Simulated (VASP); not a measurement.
Crystal: Au.

```
Au
1.0
     0.00000    2.03500    2.03500
     2.03500    0.00000    2.03500
     2.03500    2.03500    0.00000
Au
1
Direct
  0.00000 0.00000 0.00000
```

| Item | Value |
| --- | --- |
| Program | VASP 6.6.1 |
| Task | relaxation of volume and atoms at fixed shape |
| Functional | r2SCAN |
| Potentials or basis | VASP PAW PBE potentials, release 64 (Au) |
| Cutoff | 600 eV |
| k mesh | 18 × 18 × 18 |
| Occupations | gaussian, width 0.05 eV |
| Spin | no spin polarisation |

At the start: pressure 7.4 GPa; volume 16.85 Å³/atom.

**Question.** How do energy, volume and symmetry change on relaxing?

**Answer.** Over 3 steps the energy falls by 15.9 meV/atom and the volume is 17.59 Å³/atom (+4.3 %); space group Fm-3m (No. 225, to 0.05 Å).

Step by step:
```tsv
step	energy change (eV)	largest force (eV/Å)	pressure (GPa)	volume (Å³)
1	0.0000	0.0000	7.43	16.85
2	0.0217	0.0000	-8.77	18.84
3	-0.0159	0.0000	-0.05	17.59
```

Final structure:
```xyz
1
Lattice="0.0000 2.0641 2.0641 2.0641 0.0000 2.0641 2.0641 2.0641 0.0000" Properties=species:S:1:pos:R:3 pbc="T T T"
Au    0.0000    0.0000    0.0000
```

Caveat: the PAW data sets were made with another functional, which shifts forces and pressure a little.
